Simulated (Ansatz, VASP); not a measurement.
## One calculation of MgTl, two programs

File INCAR:

```
ALGO = Normal
EDIFF = 1E-6
ENCUT = 520
GGA = CA
ISIF = 2
ISMEAR = -1
LASPH = T
LCHARG = F
LREAL = F
LWAVE = F
NBANDS = 14
NELM = 60
PREC = Accurate
SIGMA = 0.05
```

The input KPOINTS:

```
k-points
0
Gamma
  9 9 9
```

File POSCAR:

```
MgTl
1.0
    3.6106032918      0.0000000000      0.0000000000
    0.0000000000      3.6106032918      0.0000000000
    0.0000000000      0.0000000000      3.6106032918
Mg Tl
1 1
Direct
    0.0000000000      0.0000000000      0.0000000000
    0.5000000000      0.5000000000      0.5000000000
```

Input for Ansatz:

```yaml
crystal:
  lattice:
    - [3.6106032918, 0.0, 0.0]
    - [0.0, 3.6106032918, 0.0]
    - [0.0, 0.0, 3.6106032918]
  atoms:
    - { symbol: Mg, position: [0.0, 0.0, 0.0] }
    - { symbol: Tl, position: [0.5, 0.5, 0.5] }
kpoints:
  mp_grid: { grid: [9, 9, 9] }
  band_path:
    path:
      - [0.0, 0.0, 0.0]
      - [0.0, 0.5, 0.0]
      - [0.5, 0.5, 0.0]
      - [0.0, 0.0, 0.0]
      - [0.5, 0.5, 0.5]
      - [0.0, 0.5, 0.0]
      - [0.5, 0.5, 0.5]
      - [0.5, 0.5, 0.0]
    npoints: 5
scf:
  occupations: { method: fermi_dirac, width: 0.05 }
hamiltonian:
  xc: lda
  pseudopotentials: { kind: all_electron, lapw: { basis_error: 0.0005 } }
output:
  forces: true
  stress: true
  eigenvalues: true
```

Change from the starting cell: volume scaled by 0.98.

Alike in both runs: task single point; functional LDA; k mesh 9 × 9 × 9; occupations fermi-dirac, width 0.05 eV; no spin polarisation.

|  | VASP | Ansatz |
| --- | --- | --- |
| version | VASP 6.6.1 | Ansatz 0.2.0 |
| potentials or method | VASP PAW LDA potentials, release 64 (Mg, Tl_d), cutoff 520 eV | all-electron LAPW, scalar-relativistic |

Ansatz gave:

```
pressure (GPa) : -1.7
```

Q: What did VASP give for the same quantities?

A: Pressure (GPa): -2.0.

LDA's correlation is that of Perdew and Zunger in VASP and of Perdew and Wang (1992) in Ansatz. Ansatz ran all-electron here, and VASP with PAW potentials.

Spin-orbit coupling is off throughout.
